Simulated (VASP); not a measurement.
# P2C2O (I4/mmm) in VASP: a series of runs, part 2 of 2

VASP 6.6.1. The steps go on from the part before.

## 3. Single point, PBE+D3(BJ)

This run uses another cell than the first one, of 8.76 Å³/atom.

File INCAR:

```
PREC     = Accurate       # precision mode
ENCUT    = 520            # plane-wave cutoff, eV
EDIFF    = 1E-6           # SCF threshold, eV
ISMEAR   = 0              # smearing method
SIGMA    = 0.1            # smearing width, eV
LREAL    = F              # projectors in reciprocal space
LASPH    = T              # aspherical terms in the spheres
NELM     = 60             # most SCF steps
ALGO     = Normal         # electronic algorithm
ISIF     = 2              # what is computed and relaxed
LWAVE    = F              # write WAVECAR
LCHARG   = F              # write CHGCAR
GGA      = PE             # functional
IVDW     = 12             # dispersion correction
NBANDS   = 20             # bands
```

File KPOINTS:

```
regular mesh
0
Gamma
  14 14 14
```

File POSCAR:

```
P2C2O
1.0
   -1.9104360505      1.9104360505      2.9989068145
    1.9104360505     -1.9104360505      2.9989068145
    1.9104360505      1.9104360505     -2.9989068145
P C O
2 2 1
Direct
    0.7104626608      0.7104626608      0.0000000000
    0.2895373392      0.2895373392      0.0000000000
    0.7500000000      0.2500000000      0.5000000000
    0.2500000000      0.7500000000      0.5000000000
    0.0000000000      0.0000000000      0.0000000000
```

Potentials or basis: VASP PAW PBE potentials, release 64 (P, C, O).

Command:

```
$ cat potpaw_PBE.64/P/POTCAR potpaw_PBE.64/C/POTCAR potpaw_PBE.64/O/POTCAR > POTCAR
$ mpirun -np 1 vasp_std > vasp.out
```

OUTCAR:

```text
PREC = Accurate
   ENCUT = 520
   EDIFF = 1E-6
   ISMEAR = 0
   LREAL = F
   LASPH = T
   NELM = 60
   ISIF = 2
   GGA = PE
   IVDW = 12
 IVDW          = 12

 ion  position               nearest neighbor table
   1  0.710  0.710  0.000-   5 1.74   3 1.93   4 1.93   3 1.93   4 1.93   2 2.52   2 2.74   2 2.74
                             2 2.74   2 2.74
   2  0.290  0.290  0.000-   5 1.74   4 1.93   3 1.93   4 1.93   3 1.93   1 2.52   1 2.74   1 2.74
                             1 2.74   1 2.74
   3  0.750  0.250  0.500-   2 1.93   1 1.93   2 1.93   1 1.93
   4  0.250  0.750  0.500-   2 1.93   1 1.93   2 1.93   1 1.93
   5  0.000  0.000  0.000-   1 1.74   2 1.74

  LATTYP: Found a body centered tetragonal cell.
 ALAT       =     3.8208721010
 C/A-ratio  =     1.5697499080

  Lattice vectors:

 A1 = (  -1.9104360505,   1.9104360505,   2.9989068145)
 A2 = (   1.9104360505,  -1.9104360505,   2.9989068145)
 A3 = (   1.9104360505,   1.9104360505,  -2.9989068145)

Analysis of symmetry for initial positions (statically):
=====================================================================
 Subroutine PRICEL returns:
 Original cell was already a primitive cell.

 Routine SETGRP: Setting up the symmetry group for a
 body centered tetragonal supercell.

 Subroutine GETGRP returns: Found 16 space group operations
 (whereof 16 operations were pure point group operations)
 out of a pool of 16 trial point group operations.

The static configuration has the point symmetry D_4h.

Analysis of symmetry for dynamics (positions and initial velocities):
=====================================================================
 Subroutine PRICEL returns:
 Original cell was already a primitive cell.

 Routine SETGRP: Setting up the symmetry group for a
 body centered tetragonal supercell.

 Subroutine GETGRP returns: Found 16 space group operations
 (whereof 16 operations were pure point group operations)
 out of a pool of 16 trial point group operations.

The dynamic configuration has the point symmetry D_4h.

 Subroutine INISYM returns: Found 16 space group operations
 (whereof 16 operations are pure point group operations),
 and found     1 'primitive' translations

----------------------------------------------------------------------------------------

                                     Primitive cell

  volume of cell :      43.7812

  direct lattice vectors                    reciprocal lattice vectors
    -1.910436050  1.910436050  2.998906815     0.000000000  0.261720354  0.166727421
     1.910436050 -1.910436050  2.998906815     0.261720354  0.000000000  0.166727421
     1.910436050  1.910436050 -2.998906815     0.261720354  0.261720354  0.000000000

  length of vectors
     4.036455610  4.036455610  4.036455610     0.310315286  0.310315286  0.370128475

  position of ions in fractional coordinates (direct lattice)
     0.710462661  0.710462661  0.000000000
     0.289537339  0.289537339  0.000000000
     0.750000000  0.250000000  0.500000000
     0.250000000  0.750000000  0.500000000
     0.000000000  0.000000000  0.000000000

[... 30 lines left out ...]
 ===========================================

 Found    244 irreducible k-points:

 Following reciprocal coordinates:
            Coordinates               Weight
  0.000000  0.000000  0.000000      1.000000
  0.071429  0.000000  0.000000      8.000000
  0.142857  0.000000  0.000000      8.000000
  0.214286  0.000000 -0.000000      8.000000
  0.285714  0.000000  0.000000      8.000000
  0.357143  0.000000  0.000000      8.000000
[... 16 lines left out ...]
  0.214286  0.142857 -0.000000     16.000000
  0.285714  0.142857 -0.000000     16.000000
 [... further k-points ...]
   k-points           NKPTS =    244   k-points in BZ     NKDIM =    244   number of bands    NBANDS=     20
   number of dos      NEDOS =    301   number of ions     NIONS =      5
   total plane-waves  NPLWV =  27000
   dimension x,y,z NGX =    30 NGY =   30 NGZ =   30
   dimension x,y,z NGXF=    60 NGYF=   60 NGZF=   60
   ions per type =               2   2   1
   NGX,Y,Z   is equivalent  to a cutoff of  12.36, 12.36, 12.36 a.u.
   NGXF,Y,Z  is equivalent  to a cutoff of  24.71, 24.71, 24.71 a.u.
 SYSTEM =  unknown system
   PREC   = accura    normal or accurate (medium, high low for compatibility)
   ISTART =      0    job   : 0-new  1-cont  2-samecut
   ICHARG =      2    charge: 1-file 2-atom 10-const
   ISPIN  =      1    spin polarized calculation?
   LNONCOLLINEAR =      F non collinear calculations
   LSORBIT =      F    spin-orbit coupling
   LASPH  =      T    aspherical Exc in radial PAW
   ENCUT  =  520.0 eV  38.22 Ry    6.18 a.u.   7.51  7.51  7.51*2*pi/ulx,y,z
   NELM   =     60;   NELMIN=  2; NELMDL= -5     # of ELM steps
   EDIFF  = 0.1E-05   stopping-criterion for ELM
   LREAL  =      F    real-space projection
   EDIFFG = 0.1E-04   stopping-criterion for IOM
   NSW    =      0    number of steps for IOM
   IBRION =     -1    ionic relax: 0-MD 1-quasi-New 2-CG
   NFREE  =      0    steps in history (QN), initial steepest desc. (CG)
   ISIF   =      2    stress and relaxation
   ISYM   =      2    0-nonsym 1-usesym 2-fastsym
   POTIM  = 0.5000    time-step for ionic-motion
   TEBEG  =    0.0;   TEEND  =   0.0 temperature during run
   PSTRESS=    0.0 pullay stress
   NELECT =      24.0000    total number of electrons
   NUPDOWN=      -1.0000    fix difference up-down
   EMIN   =  10.00;   EMAX   =-10.00  energy-range for DOS
   EFERMI =   0.00;   METHOD = LEGACY
   ISMEAR =     0;   SIGMA  =   0.10  broadening in eV -4-tet -1-fermi 0-gaus
   EFERMI_NEDOS =   21; number of points for ismear=-14 and -15
   IALGO  =     38    algorithm
   IMIX   =      4    mixing-type and parameters
     AMIX     =   0.40;   BMIX     =  1.00
     AMIX_MAG =   1.60;   BMIX_MAG =  1.00
  volume/ion in A,a.u.               =       8.76        59.09
  Fermi-wavevector in a.u.,A,eV,Ry     =   1.339829  2.531909 24.424373  1.795141
  Thomas-Fermi vector in A             =   2.468190
   LORBIT       =      0    0 simple, 1 ext, 2 COOP (PROOUT), +10 PAW based schemes
   GGA     = PE    functional components
   LHFCALC =     F    Hartree Fock is set to
   AEXX    =    0.0000 exact exchange contribution
   IVDW    =    12    specifies the selected vdW correction
   LEPSILON=     F    determine dielectric tensor
   LRPA    =     F    only Hartree local field effects (RPA)
 non-spin polarized calculation
 Gauss-broadening in eV      SIGMA  =   0.10
  energy-cutoff  :      520.00
  volume of cell :       43.78
 maximum number of plane-waves:      1197
   NGX = 15   NGY = 15   NGZ = 15

 number of electron      24.0000001 magnetization

 Free energy of the ion-electron system (eV)
  ---------------------------------------------------
  ext. energy  EPLUGINS =         0.00000000
  ---------------------------------------------------
  free energy    TOTEN  =       -29.82512616 eV

  energy without entropy =      -29.81387779  energy(sigma->0) =      -29.81950198

 E-fermi :   9.6622     XC(G=0): -12.2877

 val. band max:        9.6595328344   @ k =   0.5000   0.2857   0.0714
 cond. band min:       9.6839244395   @ k =  -0.4286   0.4286   0.1429
 fundamental gap:      0.0243916051
 Fermi energy:         9.6622150881

 k-point     1 :       0.0000    0.0000    0.0000
  band No.  band energies     occupation
      1     -12.2441      2.00000
      2      -5.5512      2.00000
      3      -1.5288      2.00000
      4       0.5613      2.00000
      5       0.9289      2.00000
      6       0.9289      2.00000
[... 541 lines left out ...]
     19      19.0821      0.00000
     20      20.0863      0.00000

 [... further k-points ...]

------------------------ aborting loop because EDIFF is reached ----------------------------------------

 Edisp (eV)   -1.52134

 E8    (eV) :    -0.5197

  FORCE on cell =-STRESS in cart. coord.  units (eV):
  Direction    XX          YY          ZZ          XY          YZ          ZX
  --------------------------------------------------------------------------------------
  -------------------------------------------------------------------------------------
  Total      -0.15283    -0.15283    -0.19783     0.00000    -0.00000     0.00000
  in kB      -5.59295    -5.59295    -7.23955     0.00000    -0.00000     0.00000
  external pressure =       -6.14 kB  Pullay stress =        0.00 kB

 VOLUME and BASIS-vectors are now :
 -----------------------------------------------------------------------------
  energy-cutoff  :      520.00
  volume of cell :       43.78
      direct lattice vectors                 reciprocal lattice vectors
    -1.910436050  1.910436050  2.998906815     0.000000000  0.261720354  0.166727421
     1.910436050 -1.910436050  2.998906815     0.261720354  0.000000000  0.166727421
     1.910436050  1.910436050 -2.998906815     0.261720354  0.261720354  0.000000000

 POSITION                                       TOTAL-FORCE (eV/Angst)
 -----------------------------------------------------------------------------------
      0.00000      0.00000      4.26122         0.000000      0.000000      0.040568
      0.00000      0.00000      1.73659         0.000000      0.000000     -0.040568
     -0.00000      1.91044      1.49945        -0.000000     -0.000000     -0.000000
      1.91044     -0.00000      1.49945        -0.000000     -0.000000      0.000000
      0.00000      0.00000      0.00000        -0.000000     -0.000000     -0.000000
 -----------------------------------------------------------------------------------
    total drift:                                0.000000      0.000000      0.000000

  FREE ENERGIE OF THE ION-ELECTRON SYSTEM (eV)
  ---------------------------------------------------
  free  energy   TOTEN  =       -31.3464689512 eV

  energy  without entropy=      -31.3352205783  energy(sigma->0) =      -31.34084476
```

It took 4.3 min on 1 thread of Intel Xeon Platinum 8259CL at 2.50GHz (Skylake/Cascade Lake), shared host; peak memory 0.32 GiB.

Results:

| Property | Result |
| --- | --- |
| Free energy | -31.3465 eV |
| Pressure | -0.6 GPa |
| Largest force | 0.041 eV/Å |
| Band gap on the k mesh | zero (bands 12 and 13 overlap by 2.26 eV) |
| Dispersion energy per atom | -0.304 eV |

Forces in eV/Å, atoms in the order of the input:
```
P    0.000  0.000  0.041
P    0.000  0.000 -0.041
C    0.000  0.000  0.000
C    0.000  0.000  0.000
O    0.000  0.000  0.000
```

Stress tensor (GPa, compression positive):
```
-0.56  0.00  0.00
 0.00 -0.56  0.00
 0.00  0.00 -0.72
```

Levels at points of the mesh, in eV from the Fermi level:
| k point | band 9 | band 10 | band 11 | band 12 | band 13 | band 14 | band 15 | band 16 |
| --- | --- | --- | --- | --- | --- | --- | --- | --- |
| (0.00, 0.00, 0.00) | -5.13 | -3.34 | -2.81 | -2.81 | -1.40 | 2.90 | 3.26 | 4.60 |
| (0.50, 0.00, 0.00) | -3.81 | -2.40 | -1.94 | -1.50 | 1.65 | 2.37 | 6.06 | 6.26 |
| (0.50, 0.50, 0.00) | -2.65 | -1.13 | -0.83 | -0.50 | -0.34 | 4.23 | 4.84 | 5.38 |
| (0.50, 0.50, 0.50) | -3.06 | -2.17 | -2.17 | -1.36 | 1.60 | 3.44 | 3.68 | 5.85 |

## 4. Single point, PBE+D3(BJ)

This run uses another cell than the first one, of 8.76 Å³/atom.

File INCAR:

```
SYSTEM = P2C2O
  ALGO = Normal
  EDIFF = 1E-6
  ENCUT = 520
  GGA = PE
  ISIF = 2
  ISMEAR = 0
  IVDW = 12
  LASPH = .True.
  LCHARG = .False.
  LREAL = .False.
  LWAVE = .False.
  NBANDS = 20
  NELM = 60
  PREC = Accurate
  SIGMA = 0.1
```

File KPOINTS:

```
k-points
0
Gamma
  14 14 14
  0 0 0
```

POSCAR is that of step 3.

Command:

```
$ cat potpaw_PBE.64/P/POTCAR potpaw_PBE.64/C/POTCAR potpaw_PBE.64/O/POTCAR > POTCAR
$ mpirun -np 1 vasp_std > vasp.out
```

Run time: 3.7 min. Hardware: 1 thread of Intel Xeon Platinum 8259CL at 2.50GHz (Skylake/Cascade Lake), shared host; peak memory 0.32 GiB.

It converged, with:

| Quantity | Value |
| --- | --- |
| Free energy | -31.3465 eV |
| Pressure | -0.6 GPa |
| Largest force | 0.041 eV/Å |
| Band gap on the k mesh | zero (bands 12 and 13 overlap by 2.26 eV) |
| Dispersion energy per atom | -0.304 eV |

Forces on the atoms (eV/Å):
```
P    0.000  0.000  0.041
P    0.000  0.000 -0.041
C    0.000  0.000  0.000
C    0.000  0.000  0.000
O    0.000  0.000  0.000
```

Stress tensor (GPa, compression positive):
```
-0.56  0.00  0.00
 0.00 -0.56  0.00
 0.00  0.00 -0.72
```

Levels at points of the mesh, in eV from the Fermi level:
```csv
k point,band 10,band 11,band 12,band 13,band 14,band 15
"(0.00, 0.00, 0.00)",-3.34,-2.81,-2.81,-1.40,2.90,3.26
"(0.50, 0.00, 0.00)",-2.40,-1.94,-1.50,1.65,2.37,6.06
"(0.50, 0.50, 0.00)",-1.13,-0.83,-0.50,-0.34,4.23,4.84
"(0.50, 0.50, 0.50)",-2.17,-2.17,-1.36,1.60,3.44,3.68
```

The gap in the log of VASP goes by the Fermi energy; the results here count the filled bands.